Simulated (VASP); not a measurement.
**Zn: single point with PBE**

Crystal: Zn.

```
Zn
1.0
     2.65564    0.00000    0.00000
    -1.32782    2.29985    0.00000
     0.00000    0.00000    4.96246
Zn
2
Direct
  0.33333 0.66667 0.25000
  0.66667 0.33333 0.75000
```

```json
{
  "Program": "VASP 6.6.1",
  "Task": "single point",
  "Functional": "PBE",
  "Potentials or basis": "VASP PAW PBE potentials, release 64 (Zn)",
  "Cutoff": "520 eV",
  "k mesh": "22 × 22 × 11",
  "Occupations": "fermi-dirac, width 0.1 eV",
  "Spin": "no spin polarisation"
}
```

| Property | Result |
| --- | --- |
| Pressure | 0.4 GPa |
| Band gap on the k mesh | zero (band 12 reaches 4.87 eV, above the bottom of band 13 at 0.02 eV) |

Stress tensor (GPa, compression positive):
```
0.42 0.00 0.00
0.00 0.42 0.00
0.00 0.00 0.51
```

Levels at points of the mesh, in eV from the Fermi level:
```csv
k point,band 8,band 9,band 10,band 11,band 12,band 13,band 14,band 15,band 16,band 17
"(0.00, 0.00, 0.00)",-7.28,-7.28,-7.08,-7.08,-3.65,-3.08,13.46,17.14,17.64,17.64
"(0.50, 0.00, 0.00)",-7.09,-6.89,-6.87,-2.80,-2.11,2.62,3.58,4.10,5.73,10.28
```

It took 58 s on 1 thread of Intel(R) Xeon(R) 6975P-C (Granite Rapids), on a shared host, peak memory 0.25 GiB.
